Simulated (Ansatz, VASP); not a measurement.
**One calculation of Ag2BrCl, two programs**

```
Cl Br Ag
1.0
     1.96670    1.13547    6.38431
    -1.96670    1.13547    6.38431
     0.00000   -2.27095    6.38431
Cl Br Ag
1 1 2
Direct
  0.00000 0.00000 0.00000
  0.50000 0.50000 0.50000
  0.25361 0.25361 0.25361
  0.74639 0.74639 0.74639
```

Alike in both runs: task single point; functional r2SCAN; k mesh 6 × 6 × 6; no spin polarisation.

|  | VASP | Ansatz |
| --- | --- | --- |
| version | VASP 6.6.1 | Ansatz 0.2.0 |
| potentials or method | VASP PAW PBE potentials, release 64 (Cl, Br, Ag) | plane waves, PAW |
| plane-wave cutoff (eV) | 520 | 500 |
| occupations | gaussian, width 0.01 eV | fixed |
| valence electrons in the cell | 36 | 52 |

|  | VASP | Ansatz | Ansatz less VASP |
| --- | --- | --- | --- |
| gap on the k mesh at the Fermi level (eV) | 1.27 | 1.32 | +0.050 |
| pressure (GPa) | 3.4 | 3.4 | +0.05 |
| traceless stress, the component that is largest in VASP (GPa) | -0.05 | -0.05 | +0.002 |
| rms of the force components (eV/Å) | 0.011 | 0.011 | +0.0003 |

VASP's potentials were made for PBE, not for r2SCAN. Atom by atom the forces differ by 0.000 eV/Å (rms over components). VASP's potentials hold 36 valence electrons a cell and Ansatz's 52, so a difference there can come from the potentials and not from the codes.
